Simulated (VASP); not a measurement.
# TiSi16 (a cell with a defect) in VASP: a series of runs, part 2 of 2

VASP 6.6.1. The steps go on from the part before.

## (4) Single point, PBE

INCAR

```
PREC = Accurate ; ENCUT = 520
EDIFF = 1E-6 ; ISMEAR = 0
SIGMA = 0.02 ; LREAL = Auto
LASPH = True ; NELM = 60
ALGO = Normal ; ISIF = 2
LWAVE = False ; LCHARG = True
GGA = PE ; LELF = True
LVHAR = True ; NBANDS = 52
```

KPOINTS

```
Automatic mesh
0
Gamma
  2 2 2
```

POSCAR

```
TiSi16
1.0
    0.0000000000      5.4300000000      5.4300000000
    5.4300000000      0.0000000000      5.4300000000
    5.4300000000      5.4300000000      0.0000000000
Si Ti
16 1
Direct
    0.0021195940      0.0033188307     -0.0030620545
    0.1239593778      0.1245757307      0.1244217504
    0.0016576503      0.0021750356      0.4978671360
    0.1241032500      0.1247894629      0.6264023972
    0.0020786680      0.4983917199      0.0063370267
    0.1245900725      0.6328341619      0.1216254363
    0.0019200404      0.4986208395      0.4938553397
    0.1344247872      0.6197096393      0.6233675494
    0.4976840040      0.0017663951      0.0059526699
    0.6315928891      0.1251184128      0.1213636428
    0.4977400498      0.0023832787      0.4937168961
    0.6190490795      0.1344497141      0.6227823134
    0.4982812432      0.4991683978      0.0018172357
    0.6215252857      0.6211291365      0.1412191770
    0.4962652233      0.4963103006      0.5043365022
    0.6209945568      0.6218157551      0.6170169180
    0.7481646885      0.7480748787      0.7520963636
```

Run with:

```bash
> cat potpaw_PBE.64/Si/POTCAR potpaw_PBE.64/Ti_sv/POTCAR > POTCAR
> mpirun -np 1 vasp_std > vasp.out
```

Run time: 2.3 min. Hardware: 1 thread of Intel Xeon 6975P-C (Granite Rapids), shared host; peak memory 0.5 GiB.

The run converged. Its results:

```
Free energy            : -92.2039 eV
Pressure               : 4.0 GPa
Largest force          : 0.024 eV/Å
Band gap on the k mesh : zero (band 38 reaches 6.96 eV, above the bottom of band 39 at 6.56 eV)
```

Forces on the atoms (eV/Å):
```
Si   0.002  0.002 -0.003
Si   0.008  0.004  0.010
Si   0.007  0.005  0.007
Si  -0.006 -0.015  0.004
Si  -0.002 -0.001 -0.008
Si  -0.004  0.001  0.000
Si  -0.001 -0.001 -0.006
Si  -0.004 -0.008  0.001
Si   0.011  0.006  0.009
Si   0.002 -0.014  0.000
Si  -0.003  0.000 -0.004
Si   0.001  0.010  0.011
Si  -0.009  0.007 -0.008
Si  -0.009 -0.007  0.001
Si   0.002 -0.004 -0.001
Si  -0.012  0.006  0.002
Ti   0.018  0.008 -0.014
```

Stress tensor (GPa, compression positive):
```
 3.97  0.13 -0.01
 0.13  3.91  0.00
-0.01  0.00  4.15
```

Levels at points of the mesh, in eV from the Fermi level:
```
           k point  band 36  band 37  band 38  band 39  band 40  band 41
(0.00, 0.00, 0.00)    -0.96    -0.42    -0.39    -0.35    -0.12    -0.05
(0.50, 0.00, 0.00)    -1.34    -0.27     0.00     0.08     0.45     0.48
(0.00, 0.50, 0.00)    -1.35    -0.27    -0.01     0.08     0.46     0.48
(0.00, 0.00, 0.50)    -1.34    -0.24     0.05     0.07     0.45     0.46
(0.50, 0.50, 0.50)    -1.34    -0.25     0.04     0.07     0.45     0.46
(0.50, 0.50, 0.00)    -1.87    -0.69    -0.02     0.57     0.63     1.12
(0.00, 0.50, 0.50)    -1.86    -0.68    -0.02     0.58     0.59     1.12
(0.50, 0.00, 0.50)    -1.85    -0.68    -0.02     0.57     0.59     1.12
```

Caveat: the k points lie up to 0.50 Å⁻¹ apart.

## (5) Single point, PBE

INCAR

```
PREC = Accurate ; ENCUT = 520
EDIFF = 1E-7 ; ISMEAR = 0
SIGMA = 0.02 ; LREAL = Auto
LASPH = True ; NELM = 80
ALGO = Normal ; ISIF = 2
LWAVE = False ; LCHARG = True
GGA = PE ; LELF = True
LVHAR = True ; NBANDS = 52
```

KPOINTS is that of step 4.

POSCAR

```
TiSi16
1.0
    0.0000000000      5.4300000000      5.4300000000
    5.4300000000      0.0000000000      5.4300000000
    5.4300000000      5.4300000000      0.0000000000
Si Ti
16 1
Direct
    0.0037132597      0.0074674033     -0.0157714549
    0.1265002762      0.1304927256      0.1191932781
    0.0048641805      0.0017755985      0.5023105893
    0.1279499079      0.1216968692      0.6211480663
   -0.0074659300      0.5029233886      0.0034265193
    0.1261542357      0.6232385820      0.1231875691
    0.0034383057      0.4845742173      0.5077674033
    0.1264923573      0.6189741252      0.6310500000
    0.5002402394     -0.0023848066      0.0006089319
    0.6227752302      0.1301140884      0.1192733886
    0.4898954880      0.0019024862      0.5022730203
    0.6224180479      0.1268493554      0.6271530387
    0.5000123389      0.5027226519      0.0031598527
    0.6220034070      0.6269964088      0.1274807551
    0.5001954880      0.5002835175      0.4980820442
    0.6224895028      0.6191423573      0.6305963168
    0.8763697053      0.8731330571      0.3730927256
```

Run with:

```bash
> cat potpaw_PBE.64/Si/POTCAR potpaw_PBE.64/Ti_sv/POTCAR > POTCAR
> mpirun -np 1 vasp_std > vasp.out
```

Wall time 2.3 min (1 thread of Intel Xeon 6975P-C (Granite Rapids), shared host); peak memory 0.5 GiB.

The run converged. Its results:

```yaml
Free_energy: -92.2045 eV
Pressure: 4.0 GPa
Largest_force: 0.005 eV/Å
Band_gap_on_the_k_mesh: zero (band 38 reaches 6.96 eV, above the bottom of band 39 at 6.56 eV)
```

Forces in eV/Å, atoms in the order of the input:
```
Si   0.002 -0.002  0.001
Si   0.000  0.000 -0.001
Si   0.002  0.000  0.003
Si   0.000  0.001 -0.002
Si   0.000 -0.001  0.000
Si   0.000  0.002  0.000
Si  -0.001  0.000 -0.002
Si  -0.002 -0.001 -0.001
Si   0.000  0.000  0.000
Si   0.000  0.002  0.001
Si   0.003 -0.004 -0.001
Si  -0.003  0.000  0.000
Si  -0.001  0.000  0.001
Si  -0.001  0.000 -0.001
Si   0.000  0.000  0.000
Si  -0.001  0.002  0.001
Ti   0.003  0.000  0.000
```

Stress tensor (GPa, compression positive):
```
 4.12  0.01  0.01
 0.01  3.96 -0.11
 0.01 -0.11  3.97
```

Levels at points of the mesh, in eV from the Fermi level:
```
           k point  band 35  band 36  band 37  band 38  band 39  band 40  band 41  band 42
(0.00, 0.00, 0.00)    -0.98    -0.97    -0.42    -0.39    -0.36    -0.11    -0.06     0.26
(0.50, 0.00, 0.00)    -1.36    -1.35    -0.28     0.00     0.07     0.45     0.47     0.84
(0.00, 0.50, 0.00)    -1.36    -1.35    -0.25     0.04     0.07     0.45     0.45     0.80
(0.00, 0.00, 0.50)    -1.36    -1.35    -0.25     0.04     0.06     0.45     0.45     0.80
(0.50, 0.50, 0.50)    -1.36    -1.35    -0.28     0.00     0.07     0.45     0.47     0.84
(0.50, 0.50, 0.00)    -1.99    -1.86    -0.69    -0.03     0.57     0.58     1.12     1.35
(0.00, 0.50, 0.50)    -1.99    -1.88    -0.70    -0.03     0.57     0.62     1.11     1.33
(0.50, 0.00, 0.50)    -1.99    -1.86    -0.69    -0.03     0.57     0.58     1.12     1.35
```

Caveat: the k points lie up to 0.50 Å⁻¹ apart.

## (6) Relaxation of the atoms, PBE

INCAR

```
SYSTEM = TiSi16
ALGO = Normal
EDIFF = 1E-7
EDIFFG = -0.03
ENCUT = 450
GGA = PE
GGA_COMPAT = .False.
IBRION = 2
ISIF = 2
ISMEAR = 0
LASPH = .True.
LCHARG = .False.
LREAL = .False.
LWAVE = .False.
NELM = 120
NELMIN = 4
NSW = 80
PREC = Accurate
SIGMA = 0.02
```

KPOINTS

```
k-points
0
Gamma
  2 2 2
  0 0 0
```

POSCAR

```
TiSi16
1.0
    0.0000000000      5.4300000000      5.4300000000
    5.4300000000      0.0000000000      5.4300000000
    5.4300000000      5.4300000000      0.0000000000
Si Ti
16 1
Direct
    0.0000000000      0.0000000000      0.0000000000
    0.1250000000      0.1250000000      0.1250000000
    0.0000000000      0.0000000000      0.5000000000
    0.1250000000      0.1250000000      0.6250000000
    0.0000000000      0.5000000000      0.0000000000
    0.1250000000      0.6250000000      0.1250000000
    0.0000000000      0.5000000000      0.5000000000
    0.1250000000      0.6250000000      0.6250000000
    0.5000000000      0.0000000000      0.0000000000
    0.6250000000      0.1250000000      0.1250000000
    0.5000000000      0.0000000000      0.5000000000
    0.6250000000      0.1250000000      0.6250000000
    0.5000000000      0.5000000000      0.0000000000
    0.6250000000      0.6250000000      0.1250000000
    0.5000000000      0.5000000000      0.5000000000
    0.6250000000      0.6250000000      0.6250000000
    0.7461504600      0.7546316900      0.7511163000
```

Potentials or basis: VASP PAW PBE potentials, release 64 (Si, Ti_sv).

Run with:

```bash
> cat potpaw_PBE.64/Si/POTCAR potpaw_PBE.64/Ti_sv/POTCAR > POTCAR
> mpirun -np 1 vasp_std > vasp.out
```

Wall time 11 min (1 thread of Intel Xeon Platinum 8259CL at 2.50GHz (Skylake/Cascade Lake), shared host); peak memory 0.44 GiB.

The run converged. Its results:

- Free energy: -92.1942 eV
- Energy gained by relaxing: 23.3 meV/atom
- Ionic steps: 6
- Pressure after relaxing: 4.0 GPa
- Largest force after relaxing: 0.016 eV/Å
- Band gap on the k mesh: zero (band 38 reaches 6.96 eV, above the bottom of band 39 at 6.53 eV)

Forces on the atoms (eV/Å):
```
Si  -0.002  0.001  0.000
Si  -0.004  0.003  0.001
Si   0.010 -0.010  0.006
Si  -0.004  0.002 -0.001
Si   0.006  0.009 -0.006
Si  -0.002  0.001  0.001
Si  -0.011 -0.002 -0.002
Si   0.003 -0.003 -0.003
Si   0.000 -0.005  0.004
Si  -0.003  0.000 -0.002
Si   0.008 -0.004  0.007
Si   0.007 -0.007  0.007
Si   0.004  0.003 -0.007
Si   0.002  0.003 -0.004
Si  -0.001  0.001  0.000
Si   0.001  0.001  0.000
Ti  -0.014  0.007 -0.001
```

The path:
| step | energy change (eV) | largest force (eV/Å) | pressure (GPa) |
| --- | --- | --- | --- |
| 1 | 0.0000 | 2.0540 | 4.93 |
| 2 | -0.3895 | 0.4086 | 3.98 |
| 3 | -0.3906 | 0.2848 | 4.00 |
| 4 | -0.3958 | 0.1308 | 4.00 |
| 5 | -0.3959 | 0.0985 | 4.00 |
| 6 | -0.3969 | 0.0159 | 4.01 |

Final structure:
```
Si Ti
1.0
     0.00000    5.43000    5.43000
     5.43000    0.00000    5.43000
     5.43000    5.43000    0.00000
Si Ti
16 1
Direct
  0.00007 0.99993 0.99998
  0.12329 0.12370 0.12354
  0.00275 0.00353 0.49687
  0.12336 0.12375 0.62944
  0.00284 0.49695 0.00330
  0.12342 0.62942 0.12365
  0.00293 0.49700 0.49697
  0.13686 0.62107 0.62105
  0.49678 0.00338 0.00306
  0.62950 0.12367 0.12349
  0.49682 0.00347 0.49685
  0.62056 0.13838 0.62052
  0.49686 0.49692 0.00325
  0.62075 0.62073 0.13777
  0.49912 0.50104 0.50026
  0.62091 0.62094 0.62093
  0.74935 0.75075 0.75021
```

Levels at points of the mesh, in eV from the Fermi level:
```csv
k point,band 34,band 35,band 36,band 37,band 38,band 39,band 40,band 41
"(0.00, 0.00, 0.00)",-1.00,-1.00,-1.00,-0.42,-0.42,-0.41,-0.12,-0.11
"(0.50, 0.00, 0.00)",-1.99,-1.38,-1.38,-0.29,0.01,0.02,0.43,0.43
"(0.00, 0.50, 0.00)",-1.99,-1.38,-1.38,-0.29,0.02,0.02,0.43,0.43
"(0.00, 0.00, 0.50)",-1.99,-1.38,-1.38,-0.29,0.01,0.02,0.43,0.43
"(0.50, 0.50, 0.50)",-1.99,-1.38,-1.38,-0.29,0.01,0.02,0.43,0.43
"(0.50, 0.50, 0.00)",-2.02,-2.02,-1.89,-0.72,-0.05,0.56,0.56,1.09
"(0.00, 0.50, 0.50)",-2.02,-2.02,-1.89,-0.72,-0.05,0.55,0.56,1.09
"(0.50, 0.00, 0.50)",-2.02,-2.02,-1.89,-0.72,-0.05,0.55,0.56,1.09
```

Caveat: the k points lie up to 0.50 Å⁻¹ apart.
